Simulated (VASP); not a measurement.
A run of VASP 6.6.1:

File INCAR:

```
ALGO = Normal
EDIFF = 1E-6
EDIFFG = -0.04
ENCUT = 600
GGA = PE
IBRION = 2
ISIF = 3
ISMEAR = 0
LASPH = True
LCHARG = False
LREAL = False
LWAVE = False
NELM = 60
NSW = 90
PREC = Accurate
SIGMA = 0.1
```

KPOINTS

```
k-points
0
Gamma
  4 4 4
```

Contents of POSCAR:

```
TaAl2ZnN4
1.0
    4.0615612000      0.0000000000      0.0000000000
    0.0000000000      4.0615612000      0.0000000000
    0.0000000000      0.0000000000      5.1534589500
Ta Al Zn N
1 2 1 4
Direct
    0.5000000000      0.5000000000      0.0000000000
    0.0000000000      0.0000000000      0.7500000000
    0.0000000000      0.0000000000      0.2500000000
    0.5000000000      0.5000000000      0.5000000000
    0.5000000000      0.0000000000      0.7500000000
    0.0000000000      0.5000000000      0.7500000000
    0.5000000000      0.0000000000      0.2500000000
    0.0000000000      0.5000000000      0.2500000000
```

Potentials or basis: VASP PAW PBE potentials, release 64 (Ta_pv, Al, Zn, N).

Command:

```bash
$ cat potpaw_PBE.64/Ta_pv/POTCAR potpaw_PBE.64/Al/POTCAR potpaw_PBE.64/Zn/POTCAR potpaw_PBE.64/N/POTCAR > POTCAR
$ mpirun -np 1 vasp_std > vasp.out
```

Hardware: 1 thread of Intel(R) Xeon(R) Platinum 8488C (Sapphire Rapids), on a shared host.

How long does it take, and how much memory?

Wall time 3.9 min on 1 thread of Intel(R) Xeon(R) Platinum 8488C (Sapphire Rapids), with other jobs on the host, peak memory 0.25 GiB. Counts: scf iterations 111, k points 18, ion steps 13.
